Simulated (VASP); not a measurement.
# ZrS (Fm-3m) in VASP: notebook

Runs on ZrS. Level: r2SCAN. Tasks: single point.

Program: VASP 6.6.1. These are calculated values, not measurements. Logs are shortened: lines on timing, memory, paths and dates and some standing lists are left out, and cuts for length are marked.

### 1 The cell of the first run

Symmetry: Fm-3m, No. 225, cubic system. The conventional cell has a = 5.250 Å, b = 5.250 Å, c = 5.250 Å, α = 90.00°, β = 90.00°, γ = 90.00°. Within 3.5 Å of Zr (site symmetry m-3m) lie 6 S at 2.62 Å. Within 3.5 Å of S (site symmetry m-3m) lie 6 Zr at 2.62 Å.

### 2 Single point, r2SCAN

POSCAR reads:

```
ZrS
1.0
    0.0000000000      2.6250000000      2.6250000000
    2.6250000000      0.0000000000      2.6250000000
    2.6250000000      2.6250000000      0.0000000000
Zr S
1 1
Direct
    0.0000000000      0.0000000000      0.0000000000
    0.5000000000      0.5000000000      0.5000000000
```

INCAR.step1 reads:

```
PREC = Accurate ; ENCUT = 520
ISMEAR = 0 ; SIGMA = 0.1
LREAL = False ; LASPH = True
NELM = 100 ; NBANDS = 16
GGA = PE ; ALGO = Normal
EDIFF = 1E-4 ; LWAVE = True
LCHARG = False
```

INCAR.step2 reads:

```
PREC = Accurate ; ENCUT = 520
EDIFF = 1E-7 ; ISMEAR = 0
SIGMA = 0.1 ; LREAL = False
LASPH = True ; NELM = 100
ALGO = Normal ; ISIF = 2
LWAVE = False ; LCHARG = False
METAGGA = R2SCAN ; LMIXTAU = True
NBANDS = 16 ; ISTART = 1
```

KPOINTS reads:

```
regular mesh
0
Gamma
  4 4 4
```

Potentials or basis: VASP PAW PBE potentials, release 64 (Zr_sv, S).

Launch:

```console
cat potpaw_PBE.64/Zr_sv/POTCAR potpaw_PBE.64/S/POTCAR > POTCAR
cp INCAR.step1 INCAR
mpirun -np 1 vasp_std > vasp.out
cp INCAR.step2 INCAR
mpirun -np 1 vasp_std > vasp.out
```

OUTCAR:

```text
PREC = Accurate
   ENCUT = 520
   EDIFF = 1E-7
   ISMEAR = 0
   LREAL = False
   LASPH = True
   NELM = 100
   ISIF = 2
   METAGGA = R2SCAN
   ISTART = 1

 ion  position               nearest neighbor table
   1  0.000  0.000  0.000-   2 2.62   2 2.62   2 2.62   2 2.62   2 2.62   2 2.62
   2  0.500  0.500  0.500-   1 2.62   1 2.62   1 2.62   1 2.62   1 2.62   1 2.62

  LATTYP: Found a face centered cubic cell.
 ALAT       =     5.2500000000

  Lattice vectors:

 A1 = (   0.0000000000,   2.6250000000,   2.6250000000)
 A2 = (   2.6250000000,   0.0000000000,   2.6250000000)
 A3 = (   2.6250000000,   2.6250000000,   0.0000000000)

Analysis of symmetry for initial positions (statically):
=====================================================================
 Subroutine PRICEL returns:
 Original cell was already a primitive cell.

 Routine SETGRP: Setting up the symmetry group for a
 face centered cubic supercell.

 Subroutine GETGRP returns: Found 48 space group operations
 (whereof 48 operations were pure point group operations)
 out of a pool of 48 trial point group operations.

The static configuration has the point symmetry O_h .

Analysis of symmetry for dynamics (positions and initial velocities):
=====================================================================
 Subroutine PRICEL returns:
 Original cell was already a primitive cell.

 Routine SETGRP: Setting up the symmetry group for a
 face centered cubic supercell.

 Subroutine GETGRP returns: Found 48 space group operations
 (whereof 48 operations were pure point group operations)
 out of a pool of 48 trial point group operations.

The dynamic configuration has the point symmetry O_h .

 Subroutine INISYM returns: Found 48 space group operations
 (whereof 48 operations are pure point group operations),
 and found     1 'primitive' translations

----------------------------------------------------------------------------------------

                                     Primitive cell

  volume of cell :      36.1758

  direct lattice vectors                    reciprocal lattice vectors
     0.000000000  2.625000000  2.625000000    -0.190476190  0.190476190  0.190476190
     2.625000000  0.000000000  2.625000000     0.190476190 -0.190476190  0.190476190
     2.625000000  2.625000000  0.000000000     0.190476190  0.190476190 -0.190476190

  length of vectors
     3.712310601  3.712310601  3.712310601     0.329914440  0.329914440  0.329914440

  position of ions in fractional coordinates (direct lattice)
     0.000000000  0.000000000  0.000000000
     0.500000000  0.500000000  0.500000000
[... 60 lines left out ...]
   EDIFF  = 0.1E-06   stopping-criterion for ELM
   LREAL  =      F    real-space projection
   EDIFFG = 0.1E-05   stopping-criterion for IOM
   NSW    =      0    number of steps for IOM
   IBRION =     -1    ionic relax: 0-MD 1-quasi-New 2-CG
   NFREE  =      0    steps in history (QN), initial steepest desc. (CG)
   ISIF   =      2    stress and relaxation
   ISYM   =      2    0-nonsym 1-usesym 2-fastsym
   POTIM  = 0.5000    time-step for ionic-motion
   TEBEG  =    0.0;   TEEND  =   0.0 temperature during run
   PSTRESS=    0.0 pullay stress
   NELECT =      18.0000    total number of electrons
   NUPDOWN=      -1.0000    fix difference up-down
   EMIN   =  10.00;   EMAX   =-10.00  energy-range for DOS
   EFERMI =   0.00;   METHOD = LEGACY
   ISMEAR =     0;   SIGMA  =   0.10  broadening in eV -4-tet -1-fermi 0-gaus
   EFERMI_NEDOS =   21; number of points for ismear=-14 and -15
   IALGO  =     38    algorithm
   IMIX   =      4    mixing-type and parameters
     AMIX     =   0.40;   BMIX     =  1.00
     AMIX_MAG =   1.60;   BMIX_MAG =  1.00
  volume/ion in A,a.u.               =      18.09       122.06
  Fermi-wavevector in a.u.,A,eV,Ry     =   1.297258  2.451462 22.896950  1.682878
  Thomas-Fermi vector in A             =   2.428662
   LORBIT       =      0    0 simple, 1 ext, 2 COOP (PROOUT), +10 PAW based schemes
   METAGGA = R2SCAN    functional components
   LHFCALC =     F    Hartree Fock is set to
   AEXX    =    0.0000 exact exchange contribution
   IVDW    =     0    specifies the selected vdW correction
   LEPSILON=     F    determine dielectric tensor
   LRPA    =     F    only Hartree local field effects (RPA)
 non-spin polarized calculation
 Gauss-broadening in eV      SIGMA  =   0.10
  energy-cutoff  :      520.00
  volume of cell :       36.18
 maximum number of plane-waves:       992
   NGX = 13   NGY = 13   NGZ = 13

 number of electron      18.0000000 magnetization

 Free energy of the ion-electron system (eV)
  ---------------------------------------------------
  ext. energy  EPLUGINS =         0.00000000
  ---------------------------------------------------
  free energy    TOTEN  =       -33.89684561 eV

  energy without entropy =      -33.88774260  energy(sigma->0) =      -33.89229411

 E-fermi :  10.8082     XC(G=0): -11.9671

 val. band max:       10.6808833822   @ k =   0.2500   0.0000   0.0000
 cond. band min:      10.8276718235   @ k =   0.2500   0.2500   0.0000
 fundamental gap:      0.1467884413
 Fermi energy:        10.8081797723

 k-point     1 :       0.0000    0.0000    0.0000
  band No.  band energies     occupation
      1     -40.8737      2.00000
      2     -18.1600      2.00000
      3     -18.1600      2.00000
      4     -18.1600      2.00000
      5      -5.9032      2.00000
      6       6.9095      2.00000
[... 129 lines left out ...]
      3     -18.3548      2.00000
      4     -18.2898      2.00000
      5      -4.7374      2.00000
      6       4.3144      2.00000
[... 8 lines left out ...]
     15      19.3878      0.00000
     16      19.3878      0.00000

------------------------ aborting loop because EDIFF is reached ----------------------------------------

  FORCE on cell =-STRESS in cart. coord.  units (eV):
  Direction    XX          YY          ZZ          XY          YZ          ZX
  --------------------------------------------------------------------------------------
  -------------------------------------------------------------------------------------
  Total       -0.5453787     -0.5453787     -0.5453787      0.0000000     -0.0000000      0.0000000
  in kB      -24.1540966    -24.1540966    -24.1540966      0.0000000     -0.0000000      0.0000000
  external PRESSURE =     -24.1540966 kB  Pullay stress =       0.0000000 kB

 VOLUME and BASIS-vectors are now :
 -----------------------------------------------------------------------------
  energy-cutoff  :      520.00
  volume of cell :       36.18
      direct lattice vectors                 reciprocal lattice vectors
     0.000000000  2.625000000  2.625000000    -0.190476190  0.190476190  0.190476190
     2.625000000  0.000000000  2.625000000     0.190476190 -0.190476190  0.190476190
     2.625000000  2.625000000  0.000000000     0.190476190  0.190476190 -0.190476190

 POSITION                                       TOTAL-FORCE (eV/Angst)
 -----------------------------------------------------------------------------------
      0.00000      0.00000      0.00000        -0.000000     -0.000000     -0.000000
      2.62500      2.62500      2.62500         0.000000      0.000000      0.000000
 -----------------------------------------------------------------------------------
    total drift:                                0.000000      0.000000      0.000000

  FREE ENERGIE OF THE ION-ELECTRON SYSTEM (eV)
  ---------------------------------------------------
  free  energy   TOTEN  =       -33.8968456124 eV

  energy  without entropy=      -33.8877426003  energy(sigma->0) =      -33.89229411
```

OUTCAR.step1:

```text
PREC = Accurate
   ENCUT = 520
   ISMEAR = 0
   LREAL = False
   LASPH = True
[... 354 lines left out ...]
      0.00000      0.00000      0.00000        -0.000000      0.000000     -0.000000
      2.62500      2.62500      2.62500         0.000000     -0.000000      0.000000
 -----------------------------------------------------------------------------------
    total drift:                                0.000000      0.000000      0.000000

  FREE ENERGIE OF THE ION-ELECTRON SYSTEM (eV)
  ---------------------------------------------------
  free  energy   TOTEN  =       -15.4307443245 eV

  energy  without entropy=      -15.4200251312  energy(sigma->0) =      -15.42538473
```

OSZICAR.step1:

```text
N       E                     dE             d eps       ncg     rms          rms(c)
DAV:   1     0.139184594285E+03    0.13918E+03   -0.97851E+03   256   0.111E+03
DAV:   2    -0.102004744951E+02   -0.14939E+03   -0.14511E+03   336   0.294E+02
DAV:   3    -0.162308829661E+02   -0.60304E+01   -0.59806E+01   424   0.527E+01
DAV:   4    -0.163138836232E+02   -0.83001E-01   -0.82979E-01   296   0.604E+00
DAV:   5    -0.163177971497E+02   -0.39135E-02   -0.39133E-02   376   0.840E-01    0.148E+01
DAV:   6    -0.154550270904E+02    0.86277E+00   -0.18406E+00   296   0.950E+00    0.694E+00
DAV:   7    -0.154347112451E+02    0.20316E-01   -0.15986E-01   344   0.257E+00    0.312E+00
DAV:   8    -0.154310905391E+02    0.36207E-02   -0.20678E-02   304   0.973E-01    0.488E-01
DAV:   9    -0.154307063218E+02    0.38422E-03   -0.20679E-03   312   0.244E-01    0.189E-01
DAV:  10    -0.154307443245E+02   -0.38003E-04   -0.34111E-04   312   0.182E-01
   1 F= -.15430744E+02 E0= -.15425385E+02  d E =-.107192E-01
```

It took 13 s on 1 thread of Intel Xeon 6975P-C (Granite Rapids), shared host; peak memory 0.16 GiB.

Results:

```yaml
Free_energy: -33.8968 eV
Pressure: -2.4 GPa
Band_gap_on_the_k_mesh: zero (band 9 reaches 12.47 eV, above the bottom of band 10 at 9.53 eV)
```

Caveat: the k points lie up to 0.52 Å⁻¹ apart; the PAW data sets were made with another functional, which shifts forces and pressure a little.

### 3 Single point, r2SCAN

POSCAR is that of step 2.

INCAR.step1 reads:

```
SYSTEM = ZrS
PREC     = Accurate       ! precision mode
ENCUT    = 520            ! plane-wave cutoff, eV
ISMEAR   = 0              ! smearing method
SIGMA    = 0.1            ! smearing width, eV
LREAL    = .FALSE.        ! projectors in reciprocal space
LASPH    = .TRUE.         ! aspherical terms in the spheres
NELM     = 60             ! most SCF steps
NBANDS   = 16             ! bands
GGA      = PE             ! functional
ALGO     = Normal         ! electronic algorithm
EDIFF    = 1E-4           ! SCF threshold, eV
LWAVE    = .TRUE.         ! write WAVECAR
LCHARG   = .FALSE.        ! write CHGCAR
```

INCAR.step2 reads:

```
SYSTEM = ZrS
PREC     = Accurate       ! precision mode
ENCUT    = 520            ! plane-wave cutoff, eV
EDIFF    = 1E-6           ! SCF threshold, eV
ISMEAR   = 0              ! smearing method
SIGMA    = 0.1            ! smearing width, eV
LREAL    = .FALSE.        ! projectors in reciprocal space
LASPH    = .TRUE.         ! aspherical terms in the spheres
NELM     = 60             ! most SCF steps
ALGO     = Normal         ! electronic algorithm
ISIF     = 2              ! what is computed and relaxed
LWAVE    = .FALSE.        ! write WAVECAR
LCHARG   = .FALSE.        ! write CHGCAR
METAGGA  = R2SCAN         ! meta-GGA
LMIXTAU  = .TRUE.       
NBANDS   = 16             ! bands
ISTART   = 1
```

KPOINTS reads:

```
regular mesh
0
G
  6 6 6
  0 0 0
```

Potentials or basis: VASP PAW PBE potentials, release 64 (Zr_sv, S).

Launch:

```console
cat potpaw_PBE.64/Zr_sv/POTCAR potpaw_PBE.64/S/POTCAR > POTCAR
cp INCAR.step1 INCAR
mpirun -np 1 vasp_std > vasp.out
cp INCAR.step2 INCAR
mpirun -np 1 vasp_std > vasp.out
```

Wall time 18 s (1 thread of Intel Xeon 6975P-C (Granite Rapids), shared host); peak memory 0.15 GiB.

It converged, with:

- Free energy: -33.8417 eV
- Pressure: -1.7 GPa
- Band gap on the k mesh: zero (band 9 reaches 12.42 eV, above the bottom of band 10 at 9.51 eV)

Levels at points of the mesh, in eV from the Fermi level:
| k point | band 5 | band 6 | band 7 | band 8 | band 9 | band 10 | band 11 | band 12 | band 13 | band 14 |
| --- | --- | --- | --- | --- | --- | --- | --- | --- | --- | --- |
| (0.00, 0.00, 0.00) | -16.88 | -4.07 | -4.07 | -4.07 | -1.52 | -1.52 | -1.52 | -0.78 | -0.78 | 2.23 |
| (0.50, 0.00, 0.00) | -15.30 | -8.59 | -6.52 | -6.52 | 1.39 | 1.39 | 1.74 | 1.99 | 5.67 | 5.67 |
| (0.50, 0.50, 0.00) | -16.02 | -6.85 | -5.04 | -5.04 | -3.63 | 0.44 | 2.28 | 2.28 | 2.95 | 3.47 |

Caveat: the PAW data sets were made with another functional, which shifts forces and pressure a little.

### 4 Single point, r2SCAN

POSCAR is that of step 3.

INCAR.step1 reads:

```
SYSTEM = ZrS
PREC = Accurate ; ENCUT = 520
ISMEAR = 0 ; SIGMA = 0.1
LREAL = .False. ; LASPH = .True.
NELM = 100 ; NBANDS = 16
GGA = PE ; ALGO = Normal
EDIFF = 1E-4 ; LWAVE = .True.
LCHARG = .False.
```

INCAR.step2 reads:

```
SYSTEM = ZrS
PREC = Accurate ; ENCUT = 520
EDIFF = 1E-7 ; ISMEAR = 0
SIGMA = 0.1 ; LREAL = .False.
LASPH = .True. ; NELM = 100
ALGO = Normal ; ISIF = 2
LWAVE = .False. ; LCHARG = .True.
METAGGA = R2SCAN ; LMIXTAU = .True.
LELF = .True. ; LVHAR = .True.
NBANDS = 16 ; ISTART = 1
```

KPOINTS reads:

```
regular mesh
0
Gamma
  8 8 8
  0 0 0
```

Launch:

```console
cat potpaw_PBE.64/Zr_sv/POTCAR potpaw_PBE.64/S/POTCAR > POTCAR
cp INCAR.step1 INCAR
mpirun -np 1 vasp_std > vasp.out
cp INCAR.step2 INCAR
mpirun -np 1 vasp_std > vasp.out
```

Wall time 30 s (1 thread of Intel Xeon 6975P-C (Granite Rapids), shared host); peak memory 0.17 GiB.

The run converged. Its results:

```yaml
Free_energy: -33.8813 eV
Pressure: -2.1 GPa
Band_gap_on_the_k_mesh: zero (band 9 reaches 12.45 eV, above the bottom of band 10 at 9.52 eV)
```

Levels at points of the mesh, in eV from the Fermi level:
| k point | band 6 | band 7 | band 8 | band 9 | band 10 | band 11 | band 12 | band 13 |
| --- | --- | --- | --- | --- | --- | --- | --- | --- |
| (0.00, 0.00, 0.00) | -4.06 | -4.06 | -4.06 | -1.48 | -1.48 | -1.48 | -0.74 | -0.74 |
| (0.50, 0.00, 0.00) | -8.57 | -6.50 | -6.50 | 1.45 | 1.45 | 1.79 | 2.03 | 5.72 |
| (0.50, 0.50, 0.00) | -6.83 | -5.02 | -5.02 | -3.58 | 0.49 | 2.34 | 2.34 | 2.99 |

Caveat: the PAW data sets were made with another functional, which shifts forces and pressure a little.

### 5 Single point, r2SCAN

POSCAR is that of step 4.

INCAR.step1 reads:

```
ALGO     = Normal         # electronic algorithm
EDIFF    = 1E-4           # SCF threshold, eV
ENCUT    = 520            # plane-wave cutoff, eV
GGA      = PE             # functional
ISMEAR   = 0              # smearing method
LASPH    = T              # aspherical terms in the spheres
LCHARG   = F              # write CHGCAR
LREAL    = F              # projectors in reciprocal space
LWAVE    = T              # write WAVECAR
NBANDS   = 16             # bands
NELM     = 80             # most SCF steps
PREC     = Accurate       # precision mode
SIGMA    = 0.1            # smearing width, eV
```

INCAR.step2 reads:

```
ALGO     = Normal         # electronic algorithm
EDIFF    = 1E-6           # SCF threshold, eV
ENCUT    = 520            # plane-wave cutoff, eV
ISIF     = 2              # what is computed and relaxed
ISMEAR   = 0              # smearing method
ISTART   = 1            
LASPH    = T              # aspherical terms in the spheres
LCHARG   = F              # write CHGCAR
LMIXTAU  = T            
LREAL    = F              # projectors in reciprocal space
LWAVE    = F              # write WAVECAR
METAGGA  = R2SCAN         # meta-GGA
NBANDS   = 16             # bands
NELM     = 80             # most SCF steps
PREC     = Accurate       # precision mode
SIGMA    = 0.1            # smearing width, eV
```

KPOINTS reads:

```
k-points
0
Gamma
  10 10 10
```

Launch:

```console
cat potpaw_PBE.64/Zr_sv/POTCAR potpaw_PBE.64/S/POTCAR > POTCAR
cp INCAR.step1 INCAR
mpirun -np 1 vasp_std > vasp.out
cp INCAR.step2 INCAR
mpirun -np 1 vasp_std > vasp.out
```

Wall time 37 s (1 thread of Intel Xeon 6975P-C (Granite Rapids), shared host); peak memory 0.18 GiB.

Results (log left out):

```yaml
Free_energy: -33.8901 eV
Pressure: -2.0 GPa
Band_gap_on_the_k_mesh: zero (band 9 reaches 12.42 eV, above the bottom of band 10 at 9.51 eV)
```

Levels at points of the mesh, in eV from the Fermi level:
```csv
k point,band 7,band 8,band 9,band 10,band 11,band 12
"(0.00, 0.00, 0.00)",-4.04,-4.04,-1.48,-1.48,-1.48,-0.74
"(0.50, 0.00, 0.00)",-6.49,-6.49,1.43,1.43,1.78,2.03
"(0.50, 0.50, 0.00)",-5.01,-5.00,-3.59,0.48,2.32,2.32
```

Caveat: the PAW data sets were made with another functional, which shifts forces and pressure a little.

### 6 Summary

```tsv
k mesh	gap on the mesh (eV)	pressure (GPa)
4 × 4 × 4	none	-2.4
6 × 6 × 6	none	-1.7
8 × 8 × 8	none	-2.1
10 × 10 × 10	none	-2.0
```

Alike in all rows: task single point; level r2SCAN; potentials or basis VASP PAW PBE potentials, release 64 (Zr_sv, S); no spin polarisation; cell as given; cutoff (eV) 520; smearing gaussian 0.1 eV.

Caveats: some runs use coarse meshes; the PAW data sets were made with another functional, which shifts forces and pressure a little.

Total energies depend on the potentials used, so only differences within one code and one set of settings carry meaning.
